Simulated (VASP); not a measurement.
Cr:

```xyz
2
Lattice="2.7140 0.0000 0.0000 -1.3570 2.3504 0.0000 0.0000 0.0000 4.4100" Properties=species:S:1:pos:R:3 pbc="T T T"
Cr    1.3570    0.7835    3.3075
Cr    0.0000    1.5669    1.1025
```

This isn't the form of Cr at room conditions, which is bcc.

Base run:

```yaml
Program: VASP 6.6.1
Functional: PBE
Potentials_or_basis: VASP PAW PBE potentials, release 64 (Cr_sv)
Cutoff: 700 eV
k_mesh: 9 × 9 × 5
Occupations: fermi-dirac, width 0.05 eV
Spin: collinear spin, ferromagnetic start
Starting_moments: "[2.25, 2.25] μB"
Fixed_moment: 4.5 μB
```

Its results: pressure -9.8 GPa; site moments Cr +1.89 μB.

Question: The run is repeated on the same cell with these changes: fixed moment from 4.5 μB to 7.5 μB; moments at the start from [2.25, 2.25] to [3.75, 3.75]. What comes out?

Answer: Pressure 26.7 GPa; site moments Cr +3.02 μB.

Caveats: the total moment is fixed, so each spin has its own Fermi level and the state may be an excited one; the stress differs along the axes, from -14 to -8 GPa (at least some runs); the cell stands under pressure (at least some runs).
